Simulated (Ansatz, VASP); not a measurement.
## One calculation of ZrTi5C6, two programs

```xyz
12
Lattice="3.3889 0.0000 0.0000 0.0000 3.3889 0.0000 0.0000 0.0000 14.3779" Properties=species:S:1:pos:R:3 pbc="T T T"
Zr    0.0000    0.0000    0.0000
Ti    0.0000    0.0000    9.5853
Ti    1.6945    1.6945   11.9816
Ti    1.6945    1.6945    2.3963
Ti    0.0000    0.0000    4.7926
Ti    1.6945    1.6945    7.1890
C     0.0000    0.0000   11.9816
C     1.6945    1.6945    0.0000
C     0.0000    0.0000    2.3963
C     1.6945    1.6945    4.7926
C     0.0000    0.0000    7.1890
C     1.6945    1.6945    9.5853
```

Alike in both runs: task single point; functional PBE; k mesh 6 × 6 × 2; occupations gaussian, width 0.1 eV; no spin polarisation.

```csv
,VASP,Ansatz
version,VASP 6.6.1,Ansatz 0.2.0
potentials or method,"VASP PAW PBE potentials, release 64 (Zr_sv, Ti_sv, C), cutoff 520 eV","scalar-relativistic, plane waves, PAW"
valence electrons in the cell,96,96
```

```csv
,VASP,Ansatz,Ansatz less VASP
gap on the k mesh at the Fermi level (eV),none,none,-
rms of the force components (eV/Å),0.155,0.155,-0.0002
```

Atom by atom the forces differ by 0.000 eV/Å (rms over components). A gap of «none» marks a metal or a gap that the smearing closes. The functional is the same, so the differences come from potentials, cutoffs and numerics.
